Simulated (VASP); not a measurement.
Write the native input for VASP 6.6.1 that does the following.

| Quantity | Value |
| --- | --- |
| Task | relaxation of cell and atoms |
| Functional | PBE |
| Potentials or basis | VASP PAW PBE potentials, release 64 (La, Hf_pv, O) |
| Cutoff | 600 eV |
| k mesh | 4 × 4 × 4 |
| Occupations | gaussian, width 0.1 eV |
| Spin | no spin polarisation |
| Dipole correction | no |
| Further INCAR settings | ALGO = Normal; EDIFF = 1e-06; IBRION = 2; EDIFFG = -0.04; NSW = 90; ISIF = 3 |

The structure of LaHfO lies in POSCAR:

```
LaHfO
1.0
    3.8420039800      0.0000000000      0.0000000000
    0.0000000000      3.8420039800      0.0000000000
    0.0000000000      0.0000000000      6.5461997300
La Hf O
2 2 2
Direct
    0.0000000000      0.5000000000      0.8287804100
    0.5000000000      0.0000000000      0.1712195900
    0.5000000000      0.0000000000      0.6287301800
    0.0000000000      0.5000000000      0.3712698200
    0.0000000000      0.0000000000      0.0000000000
    0.5000000000      0.5000000000      0.0000000000
```

The cell was generated, and may not be a known phase.

These files were run (other wordings do the same):

INCAR

```
SYSTEM = LaHfO
ALGO = Normal
EDIFF = 1E-6
EDIFFG = -0.04
ENCUT = 600
GGA = PE
IBRION = 2
ISIF = 3
ISMEAR = 0
LASPH = .TRUE.
LCHARG = .FALSE.
LREAL = .FALSE.
LWAVE = .FALSE.
NELM = 100
NSW = 90
PREC = Accurate
SIGMA = 0.1
```

KPOINTS

```
k-points
0
G
  4 4 4
  0 0 0
```

Potentials or basis: VASP PAW PBE potentials, release 64 (La, Hf_pv, O).

Command:

```bash
$ cat potpaw_PBE.64/La/POTCAR potpaw_PBE.64/Hf_pv/POTCAR potpaw_PBE.64/O/POTCAR > POTCAR
$ mpirun -np 1 vasp_std > vasp.out
```

Results of the run:

```json
{
  "Relaxed volume": "23.59 Å³/atom",
  "Relaxed cell": "a = 4.043 Å, b = 4.043 Å, c = 8.661 Å, α = 90.00°, β = 90.00°, γ = 90.00°",
  "Space group after relaxing (to 0.1 Å)": "P4/nmm (No. 129)",
  "Energy gained by relaxing": "1096.5 meV/atom",
  "Ionic steps": "19",
  "Pressure after relaxing": "0.0 GPa",
  "Largest force after relaxing": "0.019 eV/Å",
  "Band gap on the k mesh": "zero (bands 27 and 28 overlap by 0.55 eV)"
}
```

Caveat: the k points lie up to 0.39 Å⁻¹ apart in the final cell, too coarse for converged energies and pressures of a metal; the volume moved by over 15 % at a fixed basis, so the end points are rough; spin-orbit coupling is left out, which moves the levels of the heavy elements.

Wall time 8.5 min on 1 thread of Intel(R) Xeon(R) 6975P-C (Granite Rapids) (shared host), peak memory 0.29 GiB.
